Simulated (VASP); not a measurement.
Write the native input for VASP 6.6.1 that does the following.

* Task: single point
* Functional: PBE
* Potentials or basis: VASP PAW PBE potentials, release 64 (B, N)
* Cutoff: 520 eV
* k mesh: 12 × 12 × 12
* Occupations: gaussian, width 0.05 eV
* Spin: no spin polarisation
* Dipole correction: no
* Further INCAR settings: ALGO = Normal; EDIFF = 1e-07; NBANDS = 11

The structure of BN lies in POSCAR:

```
BN
1.0
    0.0000000000      1.8130010000      1.8130010000
    1.8130010000      0.0000000000      1.8130010000
    1.8130010000      1.8130010000      0.0000000000
B N
1 1
Direct
    0.0000000000      0.0000000000      0.0000000000
    0.7380581229      0.7539806257      0.7539806257
```

This cell differs from its parent crystal: all N atoms moved +0.025 Å, as atom 2 towards its neighbour atom 1 (B) at 1.570 Å.

These files were run (other wordings do the same):

INCAR

```
SYSTEM = BN
PREC = Accurate ; ENCUT = 520
EDIFF = 1E-7 ; ISMEAR = 0
SIGMA = 0.05 ; LREAL = .FALSE.
LASPH = .TRUE. ; NELM = 80
ALGO = Normal ; ISIF = 2
LWAVE = .FALSE. ; LCHARG = .FALSE.
GGA = PE ; NBANDS = 11
```

KPOINTS

```
Automatic mesh
0
G
  12 12 12
  0 0 0
```

Potentials or basis: VASP PAW PBE potentials, release 64 (B, N).

The run is started by

```console
$ cat potpaw_PBE.64/B/POTCAR potpaw_PBE.64/N/POTCAR > POTCAR
$ mpirun -np 1 vasp_std > vasp.out
```

It gave:

```yaml
Pressure: 0.0 GPa
Largest_force: 0.627 eV/Å
Band_gap_on_the_k_mesh: 4.32 eV, indirect (least direct gap 8.54 eV)
```

Caveat: the cell differs from its parent crystal (all N atoms moved +0.025 Å, as atom 2 towards its neighbour atom 1 (B) at 1.570 Å).

Wall time 13 s on 1 thread of Intel(R) Xeon(R) Platinum 8488C (Sapphire Rapids), with other jobs on the host, peak memory 0.14 GiB.
